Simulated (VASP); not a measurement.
Runs of VASP 6.6.1 on BeTe. The structure is that of space group F-43m (No. 216), or close to it. The cells are those of the table. 

```tsv
cell	gap on the mesh (eV)	pressure (GPa)
a = 3.960, b = 3.960, c = 3.992 Å, angles 60.3, 60.3, 90.0°, 2 atoms	2.26	(a)
a = 3.920, b = 3.920, c = 3.984 Å, angles 60.5, 60.5, 90.0°, 2 atoms	2.16	(c)
a = 4.040, b = 4.040, c = 4.008 Å, angles 59.7, 59.7, 90.0°, 2 atoms	(b)	-0.6
a = 3.960, b = 3.960, c = 3.995 Å, angles 60.3, 60.3, 90.0°, 2 atoms	2.26	1.0
a = 4.020, b = 4.020, c = 4.002 Å, angles 59.9, 59.9, 90.0°, 2 atoms	2.31	-0.2
a = 3.980, b = 3.980, c = 3.996 Å, angles 60.1, 60.1, 90.0°, 2 atoms	2.32	0.6
a = 4.040, b = 4.040, c = 4.004 Å, angles 59.7, 59.7, 90.0°, 2 atoms	2.25	-0.5
a = 4.020, b = 4.020, c = 4.004 Å, angles 59.9, 59.9, 90.0°, 2 atoms	2.32	-0.2
```

Alike in all rows: task single point; level r2SCAN; potentials or basis VASP PAW PBE potentials, release 64 (Be, Te); no spin polarisation; k mesh 8 × 8 × 8; cutoff (eV) 520; smearing gaussian 0.01 eV.

Fill in the values left out.

(a) 1.1; (b) 2.27; (c) 2.0.

Caveats: the PAW data sets were made with another functional, which shifts forces and pressure a little; spin-orbit coupling is left out, which moves the levels of the heavy elements.

A k mesh can miss the band edges, and the runs leave out spin-orbit coupling on Te.
